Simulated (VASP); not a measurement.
# PbSe (I4/mmm) in VASP: further runs

The runs below take PbSe through single point, with LDA.

Everything below comes from runs of VASP 6.6.1. Logs are shortened: lines on timing, memory, paths and dates and some standing lists are left out, and cuts for length are marked.

### 1 The cell of the first run

Symmetry: I4/mmm, No. 139, tetragonal system. The conventional cell has a = 4.861 Å, b = 4.861 Å, c = 4.860 Å, α = 90.00°, β = 90.00°, γ = 90.00°. Pb (site symmetry 4/mmm) has 2 Se at 2.43 Å within 3.2 Å. Within 3.2 Å of Se (site symmetry 4/mmm) lie 2 Pb at 2.43 Å.

### 2 Single point, LDA

INCAR reads:

```
PREC = Accurate
ENCUT = 520
EDIFF = 1E-7
ISMEAR = 0
SIGMA = 0.03
LREAL = False
LASPH = True
NELM = 80
ALGO = Normal
ISIF = 2
LWAVE = False
LCHARG = False
GGA = CA
NBANDS = 17
```

KPOINTS reads:

```
Automatic mesh
0
Gamma
  10 10 10
```

POSCAR reads:

```
PbSe
1.0
    0.0000000000      3.4373201948      2.4301853777
    3.4373201948      0.0000000000      2.4301853777
    3.4373201948      3.4373201948      0.0000000000
Pb Se
1 1
Direct
    0.0000000000      0.0000000000      0.0000000000
    0.5000000000      0.5000000000      0.5000000000
```

Potentials or basis: VASP PAW LDA potentials, release 64 (Pb_d, Se).

Launch:

```console
> cat potpaw_LDA.64/Pb_d/POTCAR potpaw_LDA.64/Se/POTCAR > POTCAR
> mpirun -np 1 vasp_std > vasp.out
```

OUTCAR:

```text
PREC = Accurate
   ENCUT = 520
   EDIFF = 1E-7
   ISMEAR = 0
   LREAL = False
   LASPH = True
   NELM = 80
   ISIF = 2
   GGA = CA

 ion  position               nearest neighbor table
   1  0.000  0.000  0.000-   2 2.43   2 2.43   2 3.44   2 3.44   2 3.44   2 3.44
   2  0.500  0.500  0.500-   1 2.43   1 2.43   1 3.44   1 3.44   1 3.44   1 3.44

  LATTYP: Found a body centered tetragonal cell.
 ALAT       =     4.8611048377
 C/A-ratio  =     0.9998489886

  Lattice vectors:

 A1 = (   0.0000000000,  -3.4373201948,  -2.4301853777)
 A2 = (   0.0000000000,   3.4373201948,  -2.4301853777)
 A3 = (   3.4373201948,   0.0000000000,   2.4301853777)

Analysis of symmetry for initial positions (statically):
=====================================================================
 Subroutine PRICEL returns:
 Original cell was already a primitive cell.

 Routine SETGRP: Setting up the symmetry group for a
 body centered tetragonal supercell.

 Subroutine GETGRP returns: Found 16 space group operations
 (whereof 16 operations were pure point group operations)
 out of a pool of 16 trial point group operations.

The static configuration has the point symmetry D_4h.

Analysis of symmetry for dynamics (positions and initial velocities):
=====================================================================
 Subroutine PRICEL returns:
 Original cell was already a primitive cell.

 Routine SETGRP: Setting up the symmetry group for a
 body centered tetragonal supercell.

 Subroutine GETGRP returns: Found 16 space group operations
 (whereof 16 operations were pure point group operations)
 out of a pool of 16 trial point group operations.

The dynamic configuration has the point symmetry D_4h.

 Subroutine INISYM returns: Found 16 space group operations
 (whereof 16 operations are pure point group operations),
 and found     1 'primitive' translations

----------------------------------------------------------------------------------------

                                     Primitive cell

  volume of cell :      57.4261

  direct lattice vectors                    reciprocal lattice vectors
     0.000000000  3.437320195  2.430185378    -0.145462154  0.145462154  0.205745621
     3.437320195  0.000000000  2.430185378     0.145462154 -0.145462154  0.205745621
     3.437320195  3.437320195  0.000000000     0.145462154  0.145462154 -0.205745621

  length of vectors
     4.209628379  4.209628379  4.861104838     0.290946279  0.290946279  0.290946279

  position of ions in fractional coordinates (direct lattice)
     0.000000000  0.000000000  0.000000000
     0.500000000  0.500000000  0.500000000

  ion indices of the primitive-cell ions
   primitive index   ion index
                 1           1
                 2           2

----------------------------------------------------------------------------------------

 KPOINTS: Automatic mesh

Automatic generation of k-mesh.
 Grid dimensions read from file:
 generate k-points for:   10   10   10

 Generating k-lattice:

  Cartesian coordinates                     Fractional coordinates (reciprocal lattice)
    -0.014546215  0.014546215  0.020574562     0.100000000  0.000000000  0.000000000
     0.014546215 -0.014546215  0.020574562     0.000000000  0.100000000  0.000000000
     0.014546215  0.014546215 -0.020574562     0.000000000  0.000000000  0.100000000

  Length of vectors
     0.029094628  0.029094628  0.029094628

  Shift w.r.t. Gamma in fractional coordinates (k-lattice)
     0.000000000  0.000000000  0.000000000

 Subroutine IBZKPT returns following result:
 ===========================================

 Found    102 irreducible k-points:

 Following reciprocal coordinates:
            Coordinates               Weight
  0.000000  0.000000  0.000000      1.000000
  0.100000  0.000000  0.000000      8.000000
  0.200000  0.000000  0.000000      8.000000
  0.300000  0.000000  0.000000      8.000000
  0.400000  0.000000  0.000000      8.000000
  0.500000  0.000000  0.000000      4.000000
[... 16 lines left out ...]
  0.300000  0.300000  0.000000      2.000000
  0.400000  0.300000  0.000000      8.000000
 [... further k-points ...]
   k-points           NKPTS =    102   k-points in BZ     NKDIM =    102   number of bands    NBANDS=     17
   number of dos      NEDOS =    301   number of ions     NIONS =      2
   total plane-waves  NPLWV =  36864
   dimension x,y,z NGX =    32 NGY =   32 NGZ =   36
   dimension x,y,z NGXF=    64 NGYF=   64 NGZF=   72
   ions per type =               1   1
   NGX,Y,Z   is equivalent  to a cutoff of  12.64, 12.64, 12.31 a.u.
   NGXF,Y,Z  is equivalent  to a cutoff of  25.27, 25.27, 24.62 a.u.
 SYSTEM =  unknown system
   PREC   = accura    normal or accurate (medium, high low for compatibility)
   ISTART =      0    job   : 0-new  1-cont  2-samecut
   ICHARG =      2    charge: 1-file 2-atom 10-const
   ISPIN  =      1    spin polarized calculation?
   LNONCOLLINEAR =      F non collinear calculations
   LSORBIT =      F    spin-orbit coupling
   LASPH  =      T    aspherical Exc in radial PAW
   ENCUT  =  520.0 eV  38.22 Ry    6.18 a.u.   7.83  7.83  9.04*2*pi/ulx,y,z
   NELM   =     80;   NELMIN=  2; NELMDL= -5     # of ELM steps
   EDIFF  = 0.1E-06   stopping-criterion for ELM
   LREAL  =      F    real-space projection
   EDIFFG = 0.1E-05   stopping-criterion for IOM
   NSW    =      0    number of steps for IOM
   IBRION =     -1    ionic relax: 0-MD 1-quasi-New 2-CG
   NFREE  =      0    steps in history (QN), initial steepest desc. (CG)
   ISIF   =      2    stress and relaxation
   ISYM   =      2    0-nonsym 1-usesym 2-fastsym
   POTIM  = 0.5000    time-step for ionic-motion
   TEBEG  =    0.0;   TEEND  =   0.0 temperature during run
   PSTRESS=    0.0 pullay stress
   NELECT =      20.0000    total number of electrons
   NUPDOWN=      -1.0000    fix difference up-down
   EMIN   =  10.00;   EMAX   =-10.00  energy-range for DOS
   EFERMI =   0.00;   METHOD = LEGACY
   ISMEAR =     0;   SIGMA  =   0.03  broadening in eV -4-tet -1-fermi 0-gaus
   EFERMI_NEDOS =   21; number of points for ismear=-14 and -15
   IALGO  =     38    algorithm
   IMIX   =      4    mixing-type and parameters
     AMIX     =   0.40;   BMIX     =  1.00
     AMIX_MAG =   1.60;   BMIX_MAG =  1.00
  volume/ion in A,a.u.               =      28.71       193.77
  Fermi-wavevector in a.u.,A,eV,Ry     =   1.151812  2.176610 18.050462  1.326672
  Thomas-Fermi vector in A             =   2.288467
   LORBIT       =      0    0 simple, 1 ext, 2 COOP (PROOUT), +10 PAW based schemes
   GGA     = CA    functional components
   LHFCALC =     F    Hartree Fock is set to
   AEXX    =    0.0000 exact exchange contribution
   IVDW    =     0    specifies the selected vdW correction
   LEPSILON=     F    determine dielectric tensor
   LRPA    =     F    only Hartree local field effects (RPA)
 non-spin polarized calculation
 Gauss-broadening in eV      SIGMA  =   0.03
  energy-cutoff  :      520.00
  volume of cell :       57.43
 maximum number of plane-waves:      1568
   NGX = 15   NGY = 15   NGZ = 17

 number of electron      20.0000000 magnetization

 Free energy of the ion-electron system (eV)
  ---------------------------------------------------
  ext. energy  EPLUGINS =         0.00000000
  ---------------------------------------------------
  free energy    TOTEN  =        -7.35240659 eV

  energy without entropy =       -7.35200177  energy(sigma->0) =       -7.35220418

 E-fermi :   5.7855     XC(G=0):  -9.7225

 val. band max:        5.7222248083   @ k =   0.5000   0.3000   0.2000
 cond. band min:       5.7896541846   @ k =   0.5000   0.2000   0.1000
 fundamental gap:      0.0674293763
 Fermi energy:         5.7854538048

 k-point     1 :       0.0000    0.0000    0.0000
  band No.  band energies     occupation
      1     -12.8177      2.00000
      2     -12.1031      2.00000
      3     -12.1031      2.00000
      4     -12.0189      2.00000
      5     -11.9776      2.00000
      6      -9.1402      2.00000
[... 9 lines left out ...]
     16      11.4663      0.00000
     17      13.3300      0.00000

 k-point     2 :       0.1000    0.0000    0.0000
  band No.  band energies     occupation
      1     -12.7896      2.00000
      2     -12.1024      2.00000
      3     -12.1022      2.00000
      4     -12.0166      2.00000
      5     -11.9785      2.00000
      6      -9.1043      2.00000
[... 9 lines left out ...]
     16      12.0623      0.00000
     17      12.6677      0.00000

 k-point     3 :       0.2000    0.0000    0.0000
  band No.  band energies     occupation
      1     -12.7152      2.00000
      2     -12.1016      2.00000
      3     -12.1007      2.00000
      4     -12.0086      2.00000
      5     -11.9810      2.00000
      6      -8.9981      2.00000
[... 9 lines left out ...]
     16      12.9419      0.00000
     17      13.4292      0.00000

 k-point     4 :       0.3000    0.0000    0.0000
  band No.  band energies     occupation
      1     -12.6219      2.00000
      2     -12.1035      2.00000
      3     -12.0991      2.00000
      4     -11.9959      2.00000
      5     -11.9838      2.00000
      6      -8.8351      2.00000
[... 9 lines left out ...]
     16      13.5862      0.00000
     17      14.6939      0.00000

 k-point     5 :       0.4000    0.0000    0.0000
  band No.  band energies     occupation
      1     -12.5453      2.00000
      2     -12.1066      2.00000
      3     -12.0983      2.00000
      4     -11.9858      2.00000
      5     -11.9840      2.00000
      6      -8.6650      2.00000
[... 9 lines left out ...]
     16      15.0660      0.00000
     17      15.9765      0.00000

 k-point     6 :       0.5000    0.0000    0.0000
  band No.  band energies     occupation
      1     -12.5159      2.00000
      2     -12.1081      2.00000
      3     -12.0982      2.00000
      4     -11.9865      2.00000
      5     -11.9792      2.00000
      6      -8.5868      2.00000
[... 9 lines left out ...]
     16      16.6632      0.00000
     17      16.6959      0.00000

 k-point     7 :       0.1000    0.1000    0.0000
  band No.  band energies     occupation
      1     -12.7070      2.00000
      2     -12.1037      2.00000
      3     -12.1037      2.00000
      4     -12.0135      2.00000
      5     -11.9808      2.00000
      6      -9.1238      2.00000
[... 9 lines left out ...]
     16      12.8705      0.00000
     17      12.8705      0.00000

 k-point     8 :       0.2000    0.1000    0.0000
  band No.  band energies     occupation
      1     -12.6081      2.00000
      2     -12.1031      2.00000
      3     -12.1024      2.00000
      4     -12.0058      2.00000
      5     -11.9843      2.00000
      6      -9.0451      2.00000
[... 9 lines left out ...]
     16      12.1568      0.00000
     17      14.1723      0.00000
[... 203 lines left out ...]
      1     -12.6716      2.00000
      2     -12.0841      2.00000
      3     -12.0797      2.00000
      4     -11.9957      2.00000
      5     -11.9765      2.00000
      6      -8.2175      2.00000
[... 9 lines left out ...]
     16      15.5428      0.00000
     17      16.5247      0.00000

 k-point    20 :      -0.4000    0.2000    0.0000
  band No.  band energies     occupation
      1     -12.7680      2.00000
      2     -12.0797      2.00000
      3     -12.0774      2.00000
      4     -11.9926      2.00000
      5     -11.9823      2.00000
      6      -8.2392      2.00000
[... 9 lines left out ...]
     16      15.6804      0.00000
     17      16.6856      0.00000

 k-point    21 :      -0.3000    0.2000    0.0000
  band No.  band energies     occupation
      1     -12.8337      2.00000
      2     -12.0796      2.00000
      3     -12.0782      2.00000
      4     -11.9943      2.00000
      5     -11.9881      2.00000
      6      -8.4124      2.00000
[... 9 lines left out ...]
     16      15.6230      0.00000
     17      16.6639      0.00000

 k-point    22 :      -0.2000    0.2000    0.0000
  band No.  band energies     occupation
      1     -12.8485      2.00000
      2     -12.0861      2.00000
      3     -12.0832      2.00000
      4     -12.0046      2.00000
      5     -11.9835      2.00000
      6      -8.6378      2.00000
[... 9 lines left out ...]
     16      14.6543      0.00000
     17      15.3234      0.00000

 k-point    23 :       0.3000    0.3000    0.0000
  band No.  band energies     occupation
      1     -12.5818      2.00000
      2     -12.0818      2.00000
      3     -12.0818      2.00000
      4     -12.0002      2.00000
      5     -11.9823      2.00000
      6      -8.3973      2.00000
[... 9 lines left out ...]
     16      13.2269      0.00000
     17      17.9319      0.00000

 k-point    24 :       0.4000    0.3000    0.0000
  band No.  band energies     occupation
      1     -12.6886      2.00000
      2     -12.0714      2.00000
      3     -12.0708      2.00000
      4     -12.0039      2.00000
      5     -11.9746      2.00000
      6      -8.0726      2.00000
[... 9 lines left out ...]
     16      14.8476      0.00000
     17      17.4195      0.00000

 [... further k-points ...]

------------------------ aborting loop because EDIFF is reached ----------------------------------------

  FORCE on cell =-STRESS in cart. coord.  units (eV):
  Direction    XX          YY          ZZ          XY          YZ          ZX
  --------------------------------------------------------------------------------------
  -------------------------------------------------------------------------------------
  Total       -1.4836564     -1.4836564     16.6168641      0.0000000      0.0000000     -0.0000000
  in kB      -41.3937288    -41.3937288    463.6073068      0.0000000      0.0000000     -0.0000000
  external PRESSURE =     126.9399497 kB  Pullay stress =       0.0000000 kB

 VOLUME and BASIS-vectors are now :
 -----------------------------------------------------------------------------
  energy-cutoff  :      520.00
  volume of cell :       57.43
      direct lattice vectors                 reciprocal lattice vectors
     0.000000000  3.437320195  2.430185378    -0.145462154  0.145462154  0.205745621
     3.437320195  0.000000000  2.430185378     0.145462154 -0.145462154  0.205745621
     3.437320195  3.437320195  0.000000000     0.145462154  0.145462154 -0.205745621

 POSITION                                       TOTAL-FORCE (eV/Angst)
 -----------------------------------------------------------------------------------
      0.00000      0.00000      0.00000         0.000000      0.000000      0.000000
      3.43732      3.43732      2.43019        -0.000000     -0.000000      0.000000
 -----------------------------------------------------------------------------------
    total drift:                                0.000000     -0.000000     -0.000000

  FREE ENERGIE OF THE ION-ELECTRON SYSTEM (eV)
  ---------------------------------------------------
  free  energy   TOTEN  =        -7.3524065894 eV

  energy  without entropy=       -7.3520017685  energy(sigma->0) =       -7.35220418
```

Run time: 38 s. Hardware: 1 thread of Intel Xeon 6975P-C (Granite Rapids), shared host; peak memory 0.23 GiB.

What came out:

```yaml
Free_energy: -7.3524 eV
Pressure: 12.7 GPa
Band_gap_on_the_k_mesh: zero (bands 10 and 11 overlap by 1.63 eV)
```

Levels at points of the mesh, in eV from the Fermi level:
| k point | band 8 | band 9 | band 10 | band 11 | band 12 | band 13 |
| --- | --- | --- | --- | --- | --- | --- |
| (0.00, 0.00, 0.00) | -5.66 | -2.50 | -2.50 | 2.09 | 2.09 | 4.15 |
| (0.50, 0.00, 0.00) | -2.93 | -2.91 | -1.14 | -0.23 | 1.70 | 3.42 |
| (0.50, 0.50, 0.00) | -6.94 | -5.06 | -5.06 | 1.98 | 4.09 | 4.09 |
| (0.50, 0.00, 0.50) | -6.25 | -6.12 | -2.59 | 1.88 | 3.88 | 3.99 |

Caveat: the cell stands under pressure; spin-orbit coupling is left out, which moves the levels of the heavy elements.

### 3 Single point, LDA

This run uses another cell than the first one, of the same volume but with other edges.

INCAR reads:

```
  PREC = Accurate
  ENCUT = 520
  EDIFF = 1E-7
  ISMEAR = 0
  SIGMA = 0.03
  LREAL = False
  LASPH = True
  NELM = 100
  ALGO = Normal
  ISIF = 2
  LWAVE = False
  LCHARG = False
  NBANDS = 17
```

KPOINTS is that of step 2.

POSCAR reads:

```
PbSe
1.0
    0.0000000000      2.7282028466      3.8576788251
    2.7282028466      0.0000000000      3.8576788251
    2.7282028466      2.7282028466      0.0000000000
Pb Se
1 1
Direct
    0.0000000000      0.0000000000      0.0000000000
    0.5000000000      0.5000000000      0.5000000000
```

Potentials or basis: VASP PAW LDA potentials, release 64 (Pb_d, Se).

Launch:

```console
> cat potpaw_LDA.64/Pb_d/POTCAR potpaw_LDA.64/Se/POTCAR > POTCAR
> mpirun -np 1 vasp_std > vasp.out
```

Run time: 51 s. Hardware: 1 thread of Intel Xeon 6975P-C (Granite Rapids), shared host; peak memory 0.23 GiB.

It converged, with:

```yaml
Free_energy: -8.3104 eV
Pressure: 11.0 GPa
Band_gap_on_the_k_mesh: zero (bands 10 and 11 overlap by 0.88 eV)
```

Stress tensor (GPa, compression positive):
```
19.18  0.00  0.00
 0.00 19.18  0.00
 0.00  0.00 -5.33
```

Levels at points of the mesh, in eV from the Fermi level:
| k point | band 8 | band 9 | band 10 | band 11 | band 12 | band 13 |
| --- | --- | --- | --- | --- | --- | --- |
| (0.00, 0.00, 0.00) | -3.21 | -3.21 | -2.41 | 2.48 | 3.55 | 5.26 |
| (0.50, 0.00, 0.00) | -2.39 | -1.38 | -0.46 | 1.02 | 1.39 | 2.20 |
| (0.50, 0.50, 0.00) | -5.19 | -3.52 | -3.52 | 3.67 | 4.22 | 7.02 |
| (0.50, 0.00, 0.50) | -6.07 | -5.63 | -2.41 | 2.15 | 3.34 | 6.67 |

Caveat: the cell stands under pressure; spin-orbit coupling is left out, which moves the levels of the heavy elements.
